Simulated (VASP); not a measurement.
# Cd (P6_3/mmc) in VASP: a series of runs

Runs on Cd. Level: r2SCAN. Tasks: single point.

All numbers are computed with VASP 6.6.1; they aren't measurements. Logs are shortened: lines on timing, memory, paths and dates and some standing lists are left out, and cuts for length are marked.

## 1. The cell of the first run

It takes space group P6_3/mmc (No. 194, hexagonal). The conventional cell has a = 2.951 Å, b = 2.951 Å, c = 5.884 Å, α = 90.00°, β = 90.00°, γ = 120.00°. Cd (site symmetry -6m2) has 12 Cd at 2.95 to 3.40 Å within 3.9 Å.

## 2. Single point, r2SCAN

POSCAR

```
Cd
1.0
    2.9509006248      0.0000000000      0.0000000000
   -1.4754503124      2.5555549051      0.0000000000
    0.0000000000      0.0000000000      5.8838547497
Cd
2
Direct
    0.3333333333      0.6666666667      0.2500000000
    0.6666666667      0.3333333333      0.7500000000
```

INCAR.step1

```
SYSTEM = Cd
PREC     = Accurate       ! precision mode
ENCUT    = 520            ! plane-wave cutoff, eV
ISMEAR   = -1             ! smearing method
SIGMA    = 0.1            ! smearing width, eV
LREAL    = .FALSE.        ! projectors in reciprocal space
LASPH    = .TRUE.         ! aspherical terms in the spheres
NELM     = 60             ! most SCF steps
NBANDS   = 19             ! bands
GGA      = PE             ! functional
ALGO     = Normal         ! electronic algorithm
EDIFF    = 1E-4           ! SCF threshold, eV
LWAVE    = .TRUE.         ! write WAVECAR
LCHARG   = .FALSE.        ! write CHGCAR
```

INCAR.step2

```
SYSTEM = Cd
PREC     = Accurate       ! precision mode
ENCUT    = 520            ! plane-wave cutoff, eV
EDIFF    = 1E-6           ! SCF threshold, eV
ISMEAR   = -1             ! smearing method
SIGMA    = 0.1            ! smearing width, eV
LREAL    = .FALSE.        ! projectors in reciprocal space
LASPH    = .TRUE.         ! aspherical terms in the spheres
NELM     = 60             ! most SCF steps
ALGO     = Normal         ! electronic algorithm
ISIF     = 2              ! what is computed and relaxed
LWAVE    = .FALSE.        ! write WAVECAR
LCHARG   = .FALSE.        ! write CHGCAR
METAGGA  = R2SCAN         ! meta-GGA
LMIXTAU  = .TRUE.       
NBANDS   = 19             ! bands
ISTART   = 1
```

KPOINTS

```
Automatic mesh
0
G
  6 6 3
  0 0 0
```

Potentials or basis: VASP PAW PBE potentials, release 64 (Cd).

Run with:

```sh
cat potpaw_PBE.64/Cd/POTCAR > POTCAR
cp INCAR.step1 INCAR
mpirun -np 1 vasp_std > vasp.out
cp INCAR.step2 INCAR
mpirun -np 1 vasp_std > vasp.out
```

OUTCAR:

```text
SYSTEM = Cd
   PREC = Accurate
   ENCUT = 520
   EDIFF = 1E-6
   ISMEAR = -1
   LREAL = .FALSE.
   LASPH = .TRUE.
   NELM = 60
   ISIF = 2
   METAGGA = R2SCAN
   ISTART = 1

 ion  position               nearest neighbor table
   1  0.333  0.667  0.250-   2 3.40   2 3.40   2 3.40   2 3.40   2 3.40   2 3.40
   2  0.667  0.333  0.750-   1 3.40   1 3.40   1 3.40   1 3.40   1 3.40   1 3.40

  LATTYP: Found a hexagonal cell.
 ALAT       =     2.9509006248
 C/A-ratio  =     1.9939182974

  Lattice vectors:

 A1 = (   2.9509006248,   0.0000000000,   0.0000000000)
 A2 = (  -1.4754503124,   2.5555549051,   0.0000000000)
 A3 = (   0.0000000000,   0.0000000000,   5.8838547497)

Analysis of symmetry for initial positions (statically):
=====================================================================
 Subroutine PRICEL returns:
 Original cell was already a primitive cell.

 Routine SETGRP: Setting up the symmetry group for a
 hexagonal supercell.

 Subroutine GETGRP returns: Found 24 space group operations
 (whereof 12 operations were pure point group operations)
 out of a pool of 24 trial point group operations.

The static configuration has the point symmetry D_3d.
 The point group associated with its full space group is D_6h.

Analysis of symmetry for dynamics (positions and initial velocities):
=====================================================================
 Subroutine PRICEL returns:
 Original cell was already a primitive cell.

 Routine SETGRP: Setting up the symmetry group for a
 hexagonal supercell.

 Subroutine GETGRP returns: Found 24 space group operations
 (whereof 12 operations were pure point group operations)
 out of a pool of 24 trial point group operations.

The dynamic configuration has the point symmetry D_3d.
 The point group associated with its full space group is D_6h.

 Subroutine INISYM returns: Found 24 space group operations
 (whereof 12 operations are pure point group operations),
 and found     1 'primitive' translations

----------------------------------------------------------------------------------------

                                     Primitive cell

  volume of cell :      44.3713

[... 69 lines left out ...]
   ISTART =      1    job   : 0-new  1-cont  2-samecut
   ICHARG =      0    charge: 1-file 2-atom 10-const
   ISPIN  =      1    spin polarized calculation?
   LNONCOLLINEAR =      F non collinear calculations
   LSORBIT =      F    spin-orbit coupling
   LASPH  =      T    aspherical Exc in radial PAW
   ENCUT  =  520.0 eV  38.22 Ry    6.18 a.u.   5.49  5.49 10.94*2*pi/ulx,y,z
   NELM   =     60;   NELMIN=  2; NELMDL=  0     # of ELM steps
   EDIFF  = 0.1E-05   stopping-criterion for ELM
   LREAL  =      F    real-space projection
   EDIFFG = 0.1E-04   stopping-criterion for IOM
   NSW    =      0    number of steps for IOM
   IBRION =     -1    ionic relax: 0-MD 1-quasi-New 2-CG
   NFREE  =      0    steps in history (QN), initial steepest desc. (CG)
   ISIF   =      2    stress and relaxation
   ISYM   =      2    0-nonsym 1-usesym 2-fastsym
   POTIM  = 0.5000    time-step for ionic-motion
   TEBEG  =    0.0;   TEEND  =   0.0 temperature during run
   PSTRESS=    0.0 pullay stress
   NELECT =      24.0000    total number of electrons
   NUPDOWN=      -1.0000    fix difference up-down
   EMIN   =  10.00;   EMAX   =-10.00  energy-range for DOS
   EFERMI =   0.00;   METHOD = LEGACY
   ISMEAR =    -1;   SIGMA  =   0.10  broadening in eV -4-tet -1-fermi 0-gaus
   EFERMI_NEDOS =   21; number of points for ismear=-14 and -15
   IALGO  =     38    algorithm
   IMIX   =      4    mixing-type and parameters
     AMIX     =   0.40;   BMIX     =  1.00
     AMIX_MAG =   1.60;   BMIX_MAG =  1.00
  volume/ion in A,a.u.               =      22.19       149.72
  Fermi-wavevector in a.u.,A,eV,Ry     =   1.333863  2.520636 24.207368  1.779191
  Thomas-Fermi vector in A             =   2.462689
   LORBIT       =      0    0 simple, 1 ext, 2 COOP (PROOUT), +10 PAW based schemes
   METAGGA = R2SCAN    functional components
   LHFCALC =     F    Hartree Fock is set to
   AEXX    =    0.0000 exact exchange contribution
   IVDW    =     0    specifies the selected vdW correction
   LEPSILON=     F    determine dielectric tensor
   LRPA    =     F    only Hartree local field effects (RPA)
 non-spin polarized calculation
  energy-cutoff  :      520.00
  volume of cell :       44.37
 maximum number of plane-waves:      1222
 NGX is ok and might be reduce to    24
   NGX = 11   NGY = 11   NGZ = 21

 number of electron      24.0000004 magnetization

 Free energy of the ion-electron system (eV)
  ---------------------------------------------------
  ext. energy  EPLUGINS =         0.00000000
  ---------------------------------------------------
  free energy    TOTEN  =       -40.20110046 eV

  energy without entropy =      -40.16377528  energy(sigma->0) =      -40.18243787

 E-fermi :   3.1952     XC(G=0): -11.6215

 val. band max:        2.4700386717   @ k =   0.1667   0.1667   0.0000
 cond. band min:       3.2000959486   @ k =   0.3333   0.3333   0.0000
 fundamental gap:      0.7300572769
 Fermi energy:         3.1951982612

 k-point     1 :       0.0000    0.0000    0.0000
  band No.  band energies     occupation
      1      -7.6221      2.00000
      2      -7.4293      2.00000
      3      -6.9412      2.00000
      4      -6.9412      2.00000
      5      -6.9048      2.00000
      6      -6.9048      2.00000
[... 285 lines left out ...]
      6      -6.7535      2.00000
[... 11 lines left out ...]
     18      11.4645      0.00000
     19      12.8784      0.00000

------------------------ aborting loop because EDIFF is reached ----------------------------------------

  FORCE on cell =-STRESS in cart. coord.  units (eV):
  Direction    XX          YY          ZZ          XY          YZ          ZX
  --------------------------------------------------------------------------------------
  -------------------------------------------------------------------------------------
  Total        0.1026201      0.1026201      0.1867393      0.0000000      0.0000000      0.0000000
  in kB        3.7054536      3.7054536      6.7428655      0.0000000      0.0000000      0.0000000
  external PRESSURE =       4.7179242 kB  Pullay stress =       0.0000000 kB

 VOLUME and BASIS-vectors are now :
 -----------------------------------------------------------------------------
  energy-cutoff  :      520.00
  volume of cell :       44.37
      direct lattice vectors                 reciprocal lattice vectors
     2.950900625  0.000000000  0.000000000     0.338879592  0.195652224  0.000000000
    -1.475450312  2.555554905  0.000000000     0.000000000  0.391304447  0.000000000
     0.000000000  0.000000000  5.883854750     0.000000000  0.000000000  0.169956609

 POSITION                                       TOTAL-FORCE (eV/Angst)
 -----------------------------------------------------------------------------------
     -0.00000      1.70370      1.47096         0.000000     -0.000000      0.000000
      1.47545      0.85185      4.41289        -0.000000      0.000000      0.000000
 -----------------------------------------------------------------------------------
    total drift:                               -0.000000      0.000000      0.000000

  FREE ENERGIE OF THE ION-ELECTRON SYSTEM (eV)
  ---------------------------------------------------
  free  energy   TOTEN  =       -40.2011004647 eV

  energy  without entropy=      -40.1637752817  energy(sigma->0) =      -40.18243787
```

It took 48 s on 1 thread of Intel Xeon 8259CL, shared host; peak memory 0.17 GiB.

Results:

```
Free energy            : -40.2011 eV
Pressure               : 0.5 GPa
Band gap on the k mesh : zero (bands 12 and 13 overlap by 4.04 eV)
```

Caveat: the k points lie up to 0.41 Å⁻¹ apart, too coarse for converged energies and pressures of a metal; the PAW data sets were made with another functional, which shifts forces and pressure a little.

## 3. Single point, r2SCAN

POSCAR is that of step 2.

INCAR.step1

```
SYSTEM = Cd
ALGO = Normal
EDIFF = 1E-4
ENCUT = 520
GGA = PE
ISMEAR = -1
LASPH = .True.
LCHARG = .False.
LREAL = .False.
LWAVE = .True.
NBANDS = 19
NELM = 100
PREC = Accurate
SIGMA = 0.1
```

INCAR.step2

```
SYSTEM = Cd
ALGO = Normal
EDIFF = 1E-6
ENCUT = 520
ISIF = 2
ISMEAR = -1
ISTART = 1
LASPH = .True.
LCHARG = .False.
LMIXTAU = .True.
LREAL = .False.
LWAVE = .False.
METAGGA = R2SCAN
NBANDS = 19
NELM = 100
PREC = Accurate
SIGMA = 0.1
```

KPOINTS

```
k-points
0
Gamma
  8 8 4
  0 0 0
```

Potentials or basis: VASP PAW PBE potentials, release 64 (Cd).

Run with:

```sh
cat potpaw_PBE.64/Cd/POTCAR > POTCAR
cp INCAR.step1 INCAR
mpirun -np 1 vasp_std > vasp.out
cp INCAR.step2 INCAR
mpirun -np 1 vasp_std > vasp.out
```

Wall time 1.9 min (1 thread of Intel Xeon 8259CL, shared host); peak memory 0.18 GiB.

The run converged. Its results:

| Item | Value |
| --- | --- |
| Free energy | -40.1524 eV |
| Pressure | 0.8 GPa |
| Band gap on the k mesh | zero (bands 12 and 13 overlap by 3.63 eV) |

Stress tensor (GPa, compression positive):
```
 1.53  0.00  0.00
 0.00  1.53  0.00
 0.00  0.00 -0.70
```

Levels at points of the mesh, in eV from the Fermi level:
```tsv
k point	band 10	band 11	band 12	band 13	band 14	band 15
(0.00, 0.00, 0.00)	-8.91	-8.91	-3.81	-3.12	9.36	13.90
(0.50, 0.00, 0.00)	-8.54	-2.21	-1.63	1.76	3.04	3.25
(0.00, 0.00, 0.50)	-8.99	-7.57	-7.57	2.94	2.94	15.79
(0.50, 0.00, 0.50)	-8.54	-1.49	-1.49	0.33	0.33	7.85
```

Caveat: the PAW data sets were made with another functional, which shifts forces and pressure a little.

The gap in the log of VASP goes by the Fermi energy; the results here count the filled bands.